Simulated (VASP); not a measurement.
# PtS2 (P-3m1) in VASP: a series of runs

PtS2 is run at these levels: PBEsol; tasks: single point, relaxation of cell and atoms.

Program: VASP 6.6.1. These are calculated values, not measurements. Logs are shortened: lines on timing, memory, paths and dates and some standing lists are left out, and cuts for length are marked.

### Step 1. The cell of the first run

The structure is trigonal, space group P-3m1 (No. 164). The conventional cell has a = 3.556 Å, b = 3.556 Å, c = 4.368 Å, α = 90.00°, β = 90.00°, γ = 120.00°. Within 3.1 Å of Pt (site symmetry -3m) lie 6 S at 2.37 Å. Within 3.1 Å of S (site symmetry 3m) lie 3 Pt at 2.37 Å and 3 S at 2.86 Å.

### Step 2. Single point, PBEsol

File INCAR:

```
PREC     = Accurate       # precision mode
ENCUT    = 520            # plane-wave cutoff, eV
EDIFF    = 1E-6           # SCF threshold, eV
ISMEAR   = -1             # smearing method
SIGMA    = 0.05           # smearing width, eV
LREAL    = F              # projectors in reciprocal space
LASPH    = T              # aspherical terms in the spheres
NELM     = 80             # most SCF steps
ALGO     = Normal         # electronic algorithm
ISIF     = 2              # what is computed and relaxed
LWAVE    = F              # write WAVECAR
LCHARG   = F              # write CHGCAR
GGA      = PS             # functional
NBANDS   = 18             # bands
```

File KPOINTS:

```
Automatic mesh
0
Gamma
  9 9 5
```

File POSCAR:

```
PtS2
1.0
    3.5556210882      0.0000000000      0.0000000000
   -1.7778105441      3.0792581886      0.0000000000
    0.0000000000      0.0000000000      4.3681174680
Pt S
1 2
Direct
    0.0000000000      0.0000000000      0.0000000000
    0.6666666667      0.3333333333      0.7280048269
    0.3333333333      0.6666666667      0.2719951731
```

Potentials or basis: VASP PAW PBE potentials, release 64 (Pt, S).

Command:

```sh
$ cat potpaw_PBE.64/Pt/POTCAR potpaw_PBE.64/S/POTCAR > POTCAR
$ mpirun -np 1 vasp_std > vasp.out
```

OUTCAR:

```text
PREC = Accurate
   ENCUT = 520
   EDIFF = 1E-6
   ISMEAR = -1
   LREAL = F
   LASPH = T
   NELM = 80
   ISIF = 2
   GGA = PS

 ion  position               nearest neighbor table
   1  0.000  0.000  0.000-   2 2.37   3 2.37   3 2.37   2 2.37   2 2.37   3 2.37
   2  0.667  0.333  0.728-   1 2.37   1 2.37   1 2.37
   3  0.333  0.667  0.272-   1 2.37   1 2.37   1 2.37

  LATTYP: Found a hexagonal cell.
 ALAT       =     3.5556210882
 C/A-ratio  =     1.2285103951

  Lattice vectors:

 A1 = (   3.5556210882,   0.0000000000,   0.0000000000)
 A2 = (  -1.7778105441,   3.0792581886,   0.0000000000)
 A3 = (   0.0000000000,   0.0000000000,   4.3681174680)

Analysis of symmetry for initial positions (statically):
=====================================================================
 Subroutine PRICEL returns:
 Original cell was already a primitive cell.

 Routine SETGRP: Setting up the symmetry group for a
 hexagonal supercell.

 Subroutine GETGRP returns: Found 12 space group operations
 (whereof 12 operations were pure point group operations)
 out of a pool of 24 trial point group operations.

The static configuration has the point symmetry D_3d.

Analysis of symmetry for dynamics (positions and initial velocities):
=====================================================================
 Subroutine PRICEL returns:
 Original cell was already a primitive cell.

 Routine SETGRP: Setting up the symmetry group for a
 hexagonal supercell.

 Subroutine GETGRP returns: Found 12 space group operations
 (whereof 12 operations were pure point group operations)
 out of a pool of 24 trial point group operations.

The dynamic configuration has the point symmetry D_3d.

 Subroutine INISYM returns: Found 12 space group operations
 (whereof 12 operations are pure point group operations),
 and found     1 'primitive' translations

----------------------------------------------------------------------------------------

                                     Primitive cell

  volume of cell :      47.8251

  direct lattice vectors                    reciprocal lattice vectors
     3.555621088  0.000000000  0.000000000     0.281244816  0.162376770  0.000000000
    -1.777810544  3.079258189  0.000000000     0.000000000  0.324753541  0.000000000
     0.000000000  0.000000000  4.368117468     0.000000000  0.000000000  0.228931572

  length of vectors
     3.555621088  3.555621088  4.368117468     0.324753541  0.324753541  0.228931572

  position of ions in fractional coordinates (direct lattice)
     0.000000000  0.000000000  0.000000000
     0.666666667  0.333333333  0.728004827
     0.333333333  0.666666667  0.271995173

  ion indices of the primitive-cell ions
   primitive index   ion index
                 1           1
                 2           2
                 3           3

----------------------------------------------------------------------------------------

 KPOINTS: Automatic mesh

Automatic generation of k-mesh.
 Grid dimensions read from file:
 generate k-points for:    9    9    5

 Generating k-lattice:

  Cartesian coordinates                     Fractional coordinates (reciprocal lattice)
     0.031249424  0.018041863  0.000000000     0.111111111 -0.000000000  0.000000000
     0.000000000  0.036083727  0.000000000     0.000000000  0.111111111  0.000000000
     0.000000000  0.000000000  0.045786314     0.000000000  0.000000000  0.200000000

  Length of vectors
     0.036083727  0.036083727  0.045786314

  Shift w.r.t. Gamma in fractional coordinates (k-lattice)
     0.000000000  0.000000000  0.000000000

 Subroutine IBZKPT returns following result:
 ===========================================

 Found     50 irreducible k-points:

 Following reciprocal coordinates:
            Coordinates               Weight
  0.000000  0.000000  0.000000      1.000000
  0.111111  0.000000  0.000000      6.000000
  0.222222  0.000000  0.000000      6.000000
  0.333333 -0.000000  0.000000      6.000000
  0.444444  0.000000  0.000000      6.000000
  0.111111  0.111111  0.000000      6.000000
[... 16 lines left out ...]
  0.222222  0.111111  0.200000     12.000000
 -0.111111  0.333333  0.200000     12.000000
 [... further k-points ...]
   k-points           NKPTS =     50   k-points in BZ     NKDIM =     50   number of bands    NBANDS=     18
   number of dos      NEDOS =    301   number of ions     NIONS =      3
   total plane-waves  NPLWV =  25088
   dimension x,y,z NGX =    28 NGY =   28 NGZ =   32
   dimension x,y,z NGXF=    56 NGYF=   56 NGZF=   64
   ions per type =               1   2
   NGX,Y,Z   is equivalent  to a cutoff of  13.09, 13.09, 12.18 a.u.
   NGXF,Y,Z  is equivalent  to a cutoff of  26.18, 26.18, 24.36 a.u.
 SYSTEM =  unknown system
   PREC   = accura    normal or accurate (medium, high low for compatibility)
   ISTART =      0    job   : 0-new  1-cont  2-samecut
   ICHARG =      2    charge: 1-file 2-atom 10-const
   ISPIN  =      1    spin polarized calculation?
   LNONCOLLINEAR =      F non collinear calculations
   LSORBIT =      F    spin-orbit coupling
   LASPH  =      T    aspherical Exc in radial PAW
   ENCUT  =  520.0 eV  38.22 Ry    6.18 a.u.   6.61  6.61  8.12*2*pi/ulx,y,z
   NELM   =     80;   NELMIN=  2; NELMDL= -5     # of ELM steps
   EDIFF  = 0.1E-05   stopping-criterion for ELM
   LREAL  =      F    real-space projection
   EDIFFG = 0.1E-04   stopping-criterion for IOM
   NSW    =      0    number of steps for IOM
   IBRION =     -1    ionic relax: 0-MD 1-quasi-New 2-CG
   NFREE  =      0    steps in history (QN), initial steepest desc. (CG)
   ISIF   =      2    stress and relaxation
   ISYM   =      2    0-nonsym 1-usesym 2-fastsym
   POTIM  = 0.5000    time-step for ionic-motion
   TEBEG  =    0.0;   TEEND  =   0.0 temperature during run
   PSTRESS=    0.0 pullay stress
   NELECT =      22.0000    total number of electrons
   NUPDOWN=      -1.0000    fix difference up-down
   EMIN   =  10.00;   EMAX   =-10.00  energy-range for DOS
   EFERMI =   0.00;   METHOD = LEGACY
   ISMEAR =    -1;   SIGMA  =   0.05  broadening in eV -4-tet -1-fermi 0-gaus
   EFERMI_NEDOS =   21; number of points for ismear=-14 and -15
   IALGO  =     38    algorithm
   IMIX   =      4    mixing-type and parameters
     AMIX     =   0.40;   BMIX     =  1.00
     AMIX_MAG =   1.60;   BMIX_MAG =  1.00
  volume/ion in A,a.u.               =      15.94       107.58
  Fermi-wavevector in a.u.,A,eV,Ry     =   1.263758  2.388155 21.729635  1.597083
  Thomas-Fermi vector in A             =   2.397098
   LORBIT       =      0    0 simple, 1 ext, 2 COOP (PROOUT), +10 PAW based schemes
   GGA     = PS    functional components
   LHFCALC =     F    Hartree Fock is set to
   AEXX    =    0.0000 exact exchange contribution
   IVDW    =     0    specifies the selected vdW correction
   LEPSILON=     F    determine dielectric tensor
   LRPA    =     F    only Hartree local field effects (RPA)
 non-spin polarized calculation
  energy-cutoff  :      520.00
  volume of cell :       47.83
 maximum number of plane-waves:      1324
 NGX is ok and might be reduce to    28
   NGX = 13   NGY = 13   NGZ = 17

 number of electron      22.0000000 magnetization

 Free energy of the ion-electron system (eV)
  ---------------------------------------------------
  ext. energy  EPLUGINS =         0.00000000
  ---------------------------------------------------
  free energy    TOTEN  =       -16.93892717 eV

  energy without entropy =      -16.93591025  energy(sigma->0) =      -16.93741871

 E-fermi :   9.0104     XC(G=0): -11.6972

 val. band max:        8.9691922040   @ k =   0.0000   0.1111   0.2000
 cond. band min:       9.0753386479   @ k =  -0.1111   0.3333   0.4000
 fundamental gap:      0.1061464439
 Fermi energy:         9.0104163186

 k-point     1 :       0.0000    0.0000    0.0000
  band No.  band energies     occupation
      1      -7.5351      2.00000
      2      -3.2809      2.00000
      3       0.8917      2.00000
      4       1.6029      2.00000
      5       1.6029      2.00000
      6       4.6424      2.00000
[... 10 lines left out ...]
     17      16.2078      0.00000
     18      21.4113      0.00000

 k-point     2 :       0.1111    0.0000    0.0000
  band No.  band energies     occupation
      1      -7.3720      2.00000
      2      -3.4480      2.00000
      3       1.0737      2.00000
      4       1.7120      2.00000
      5       1.8394      2.00000
      6       4.3974      2.00000
[... 10 lines left out ...]
     17      16.6513      0.00000
     18      19.5354      0.00000

 k-point     3 :       0.2222    0.0000    0.0000
  band No.  band energies     occupation
      1      -6.9072      2.00000
      2      -3.8410      2.00000
      3       1.5783      2.00000
      4       2.0022      2.00000
      5       2.3635      2.00000
      6       3.5568      2.00000
[... 10 lines left out ...]
     17      17.4674      0.00000
     18      18.0875      0.00000

 k-point     4 :       0.3333   -0.0000    0.0000
  band No.  band energies     occupation
      1      -6.2237      2.00000
      2      -4.3051      2.00000
      3       1.8485      2.00000
      4       2.3440      2.00000
      5       2.3473      2.00000
      6       3.5252      2.00000
[... 375 lines left out ...]
      4       1.9139      2.00000
      5       2.8595      2.00000
      6       3.6772      2.00000
[... 10 lines left out ...]
     17      17.2020      0.00000
     18      17.7688      0.00000

 k-point    23 :       0.2222    0.1111    0.2000
  band No.  band energies     occupation
      1      -6.2560      2.00000
      2      -4.4542      2.00000
      3       1.5995      2.00000
      4       2.1833      2.00000
      5       2.9019      2.00000
      6       3.4112      2.00000
[... 10 lines left out ...]
     17      17.1566      0.00000
     18      18.3849      0.00000

 k-point    24 :      -0.1111    0.3333    0.2000
  band No.  band energies     occupation
      1      -6.3181      2.00000
      2      -4.2911      2.00000
      3       1.3009      2.00000
      4       2.0097      2.00000
      5       2.4652      2.00000
      6       3.5284      2.00000
[... 10 lines left out ...]
     17      17.3967      0.00000
     18      19.3805      0.00000

 [... further k-points ...]
[... 5 lines left out ...]
  --------------------------------------------------------------------------------------
  -------------------------------------------------------------------------------------
  Total        1.3984681      1.3984681      1.4604035      0.0000000      0.0000000     -0.0000000
  in kB       46.8497486     46.8497486     48.9246313      0.0000000      0.0000000     -0.0000000
  external PRESSURE =      47.5413761 kB  Pullay stress =       0.0000000 kB

 VOLUME and BASIS-vectors are now :
 -----------------------------------------------------------------------------
  energy-cutoff  :      520.00
  volume of cell :       47.83
      direct lattice vectors                 reciprocal lattice vectors
     3.555621088  0.000000000  0.000000000     0.281244816  0.162376770  0.000000000
    -1.777810544  3.079258189  0.000000000     0.000000000  0.324753541  0.000000000
     0.000000000  0.000000000  4.368117468     0.000000000  0.000000000  0.228931572

 POSITION                                       TOTAL-FORCE (eV/Angst)
 -----------------------------------------------------------------------------------
      0.00000      0.00000      0.00000         0.000000     -0.000000      0.000000
      1.77781      1.02642      3.18001        -0.000000      0.000000      0.025605
     -0.00000      2.05284      1.18811         0.000000     -0.000000     -0.025605
 -----------------------------------------------------------------------------------
    total drift:                               -0.000000      0.000000     -0.000000

  FREE ENERGIE OF THE ION-ELECTRON SYSTEM (eV)
  ---------------------------------------------------
  free  energy   TOTEN  =       -16.9389271729 eV

  energy  without entropy=      -16.9359102548  energy(sigma->0) =      -16.93741871
```

Wall time 16 s (1 thread of Intel Xeon 6975P-C (Granite Rapids), shared host); peak memory 0.18 GiB.

What came out:

* Free energy: -16.9389 eV
* Pressure: 4.8 GPa
* Largest force: 0.026 eV/Å
* Band gap on the k mesh: zero (band 11 reaches 9.45 eV, above the bottom of band 12 at 9.08 eV)

Forces in eV/Å, atoms in the order of the input:
```
Pt   0.000  0.000  0.000
S    0.000  0.000  0.026
S    0.000  0.000 -0.026
```

Caveat: the PAW data sets were made with another functional, which shifts forces and pressure a little; spin-orbit coupling is left out, which moves the levels of the heavy elements.

### Step 3. Single point, PBEsol

This run uses another cell than the first one, of 17.58 Å³/atom, 1.103 times its volume.

File INCAR:

```
ALGO = Normal ; EDIFF = 1E-7
ENCUT = 520 ; GGA = PS
ISIF = 2 ; ISMEAR = -1
LASPH = True ; LCHARG = False
LREAL = False ; LWAVE = False
NBANDS = 18 ; NELM = 60
PREC = Accurate ; SIGMA = 0.05
```

File KPOINTS:

```
k-points
0
Gamma
  9 9 5
```

File POSCAR:

```
PtS2
1.0
    3.5711529535      0.0000000000      0.0000000000
   -1.7855764768      3.0927091785      0.0000000000
    0.0000000000      0.0000000000      4.7758240357
Pt S
1 2
Direct
    0.0000000000      0.0000000000      0.0000000000
    0.6666666667      0.3333333333      0.7493496357
    0.3333333333      0.6666666667      0.2506503643
```

Potentials or basis: VASP PAW PBE potentials, release 64 (Pt, S).

Command:

```sh
$ cat potpaw_PBE.64/Pt/POTCAR potpaw_PBE.64/S/POTCAR > POTCAR
$ mpirun -np 1 vasp_std > vasp.out
```

Run time: 21 s. Hardware: 1 thread of Intel Xeon 6975P-C (Granite Rapids), shared host; peak memory 0.19 GiB.

The run converged. Its results:

- Free energy: -16.9981 eV
- Pressure: -0.3 GPa
- Largest force: 0.023 eV/Å
- Band gap on the k mesh: 0.31 eV, indirect (least direct gap 0.88 eV)

Forces in eV/Å, atoms in the order of the input:
```
Pt   0.000  0.000  0.000
S    0.000  0.000  0.023
S    0.000  0.000 -0.023
```

Stress tensor (GPa, compression positive):
```
-0.35  0.00  0.00
 0.00 -0.35  0.00
 0.00  0.00 -0.16
```

Levels at points of the mesh, in eV from the valence-band top:
```csv
k point,band 8,band 9,band 10,band 11,band 12,band 13,band 14,band 15
"(0.00, 0.00, 0.00)",-2.36,-1.48,-1.48,0.00,1.49,1.49,3.79,5.04
```

Caveat: the PAW data sets were made with another functional, which shifts forces and pressure a little; spin-orbit coupling is left out, which moves the levels of the heavy elements.

### Step 4. Relaxation of cell and atoms, PBEsol

This run uses another cell than the first one, of 18.26 Å³/atom, 1.145 times its volume.

File INCAR:

```
PREC = Accurate
ENCUT = 600
EDIFF = 1E-6
ISMEAR = -1
SIGMA = 0.05
LREAL = False
LASPH = True
NELM = 80
ALGO = Normal
ISIF = 3
LWAVE = False
LCHARG = False
GGA = PS
IBRION = 2
NSW = 80
EDIFFG = -0.02
```

File KPOINTS:

```
Automatic mesh
0
Gamma
  9 9 5
```

File POSCAR:

```
PtS2
1.0
    3.5432000000      0.0000000000      0.0000000000
   -1.7716000000      3.0685012107      0.0000000000
    0.0000000000      0.0000000000      5.0388000000
Pt S
1 2
Direct
    0.0000000000      0.0000000000      0.0000000000
    0.6666666667      0.3333333333      0.7730000000
    0.3333333333      0.6666666667      0.2270000000
```

Command:

```sh
$ cat potpaw_PBE.64/Pt/POTCAR potpaw_PBE.64/S/POTCAR > POTCAR
$ mpirun -np 1 vasp_std > vasp.out
```

Wall time 4.3 min (1 thread of Intel Xeon 6975P-C (Granite Rapids), shared host); peak memory 0.22 GiB.

Results (log left out):

- Free energy: -16.9988 eV
- Relaxed volume: 17.67 Å³/atom
- Relaxed cell: a = 3.571 Å, b = 3.571 Å, c = 4.801 Å, α = 90.00°, β = 90.00°, γ = 120.00°
- Space group after relaxing (to 0.05 Å): P-3m1 (No. 164)
- Energy gained by relaxing: 22.4 meV/atom
- Ionic steps: 25
- Pressure after relaxing: -0.1 GPa
- Largest force after relaxing: 0.018 eV/Å
- Band gap on the k mesh: 0.37 eV, indirect (least direct gap 0.88 eV)

Forces in eV/Å, atoms in the order of the input:
```
Pt   0.000  0.000  0.000
S    0.000  0.000 -0.018
S    0.000  0.000  0.018
```

Stress tensor (GPa, compression positive):
```
-0.15  0.00  0.00
 0.00 -0.15  0.00
 0.00  0.00  0.13
```

Step by step:
```tsv
step	energy change (eV)	largest force (eV/Å)	pressure (GPa)	volume (Å³)
1	0.0000	0.9301	6.16	54.78
2	0.1062	0.8729	-9.98	60.54
3	-0.0504	0.1994	-0.68	56.75
4	-0.0504	0.2161	-0.50	56.70
5	-0.0573	0.1277	-0.30	56.45
6	-0.0600	0.0343	-0.10	56.19
7	-0.0600	0.0274	-0.11	56.17
8	-0.0603	0.0359	-0.02	56.06
9	-0.0611	0.0655	0.26	55.72
10	-0.0619	0.1229	0.83	55.04
11	-0.0619	0.1518	1.14	54.70
12	-0.0619	0.1511	1.13	54.70
13	-0.0620	0.1504	1.15	54.67
14	-0.0622	0.1495	1.15	54.63
15	-0.0625	0.1478	1.12	54.54
16	-0.0631	0.1449	1.11	54.36
17	-0.0641	0.1399	1.07	53.99
18	-0.0654	0.1316	1.05	53.26
19	-0.0644	0.1235	1.19	51.79
20	-0.0656	0.1333	1.15	52.62
21	-0.0666	0.0832	0.60	52.79
22	-0.0670	0.0041	-0.33	53.10
23	-0.0671	0.0220	-0.04	53.01
24	-0.0671	0.0204	-0.05	53.01
25	-0.0671	0.0176	-0.06	53.01
```

Final structure:
```yaml
crystal:
  lattice:
    - [3.57060, 0.00000, 0.00000]
    - [-1.78530, 3.09223, 0.00000]
    - [0.00000, 0.00000, 4.80122]
  atoms:
    - { symbol: Pt, position: [0.00000, 0.00000, 0.00000] }
    - { symbol: S, position: [0.66667, 0.33333, 0.75123] }
    - { symbol: S, position: [0.33333, 0.66667, 0.24877] }
```

Levels at points of the mesh, in eV from the valence-band top:
```csv
k point,band 7,band 8,band 9,band 10,band 11,band 12,band 13,band 14,band 15
"(0.00, 0.00, 0.00)",-4.15,-2.31,-1.44,-1.44,0.00,1.57,1.57,3.88,5.08
```

Caveat: the PAW data sets were made with another functional, which shifts forces and pressure a little; spin-orbit coupling is left out, which moves the levels of the heavy elements.

(Continued in part 2 of 2.)
